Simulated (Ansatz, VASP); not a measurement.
**Ti3Se: VASP beside Ansatz**

INCAR

```
SYSTEM = Ti3Se
PREC     = Accurate       ! precision mode
ENCUT    = 600            ! plane-wave cutoff, eV
EDIFF    = 1E-6           ! SCF threshold, eV
ISMEAR   = 0              ! smearing method
SIGMA    = 0.1            ! smearing width, eV
LREAL    = .FALSE.        ! projectors in reciprocal space
LASPH    = .TRUE.         ! aspherical terms in the spheres
NELM     = 60             ! most SCF steps
ALGO     = Normal         ! electronic algorithm
ISIF     = 3              ! what is computed and relaxed
LWAVE    = .FALSE.        ! write WAVECAR
LCHARG   = .FALSE.        ! write CHGCAR
GGA      = PE             ! functional
IBRION   = 2              ! ionic algorithm
NSW      = 100            ! ionic steps
EDIFFG   = -0.01          ! ionic threshold
```

The input KPOINTS:

```
Automatic mesh
0
G
  14 14 8
  0 0 0
```

File POSCAR:

```
Ti3Se
1.0
    3.3581241305      0.0000000000      0.0000000000
    0.0000000000      3.3581241305      0.0000000000
    0.0000000000      0.0000000000      5.7923229754
Ti Se
3 1
Direct
    0.5000000000      0.5000000000      0.2603261713
    0.5000000000      0.5000000000      0.7396738287
    0.0000000000      0.0000000000      0.0000000000
    0.0000000000      0.0000000000      0.5000000000
```

Input for Ansatz:

```yaml
crystal:
  lattice:
    - [3.3581241305, 0.0, 0.0]
    - [0.0, 3.3581241305, 0.0]
    - [0.0, 0.0, 5.7923229754]
  atoms:
    - { symbol: Ti, position: [0.5, 0.5, 0.2603261713] }
    - { symbol: Ti, position: [0.5, 0.5, 0.7396738287] }
    - { symbol: Ti, position: [0.0, 0.0, 0.0] }
    - { symbol: Se, position: [0.0, 0.0, 0.5] }
basis:
  ecutwfc: 420
kpoints:
  mp_grid: { grid: [14, 14, 8] }
hamiltonian:
  xc: pbe
scf:
  occupations: { method: gaussian, width: 0.1 }
output:
  forces: true
  stress: true
  eigenvalues: true
  write_density: true
  write_potential: true
  elf: true
  volumetric_format: npy
relax:
  adjacent_minimum: "off"
  f_tol: 0.01
  max_steps: 80
  cell: { stress_tol: 0.05 }
```

Alike in both runs: task relaxation of cell and atoms; functional PBE; k mesh 14 × 14 × 8; occupations gaussian, width 0.1 eV; no spin polarisation.

|  | VASP | Ansatz |
| --- | --- | --- |
| version | VASP 6.6.1 | Ansatz 0.2.0 |
| potentials or method | VASP PAW PBE potentials, release 64 (Ti_sv, Se), cutoff 600 eV | scalar-relativistic, plane waves, PAW |
| valence electrons in the cell | 42 | 52 |

VASP gave:

- gap on the k mesh at the Fermi level, each at its own relaxed structure (eV): none
- relaxed volume (Å³/atom): 16.34
- relaxed length of the cell vector where the two differ most in proportion (Å): 5.798

Task: Which values does Ansatz return?

Result: gap on the k mesh at the Fermi level, each at its own relaxed structure (eV): none; relaxed volume (Å³/atom): 16.34; relaxed length of the cell vector where the two differ most in proportion (Å): 5.801.

A gap of «none» marks a metal or a gap that the smearing closes. VASP's potentials hold 42 valence electrons a cell and Ansatz's 52, so a difference there can come from the potentials and not from the codes.
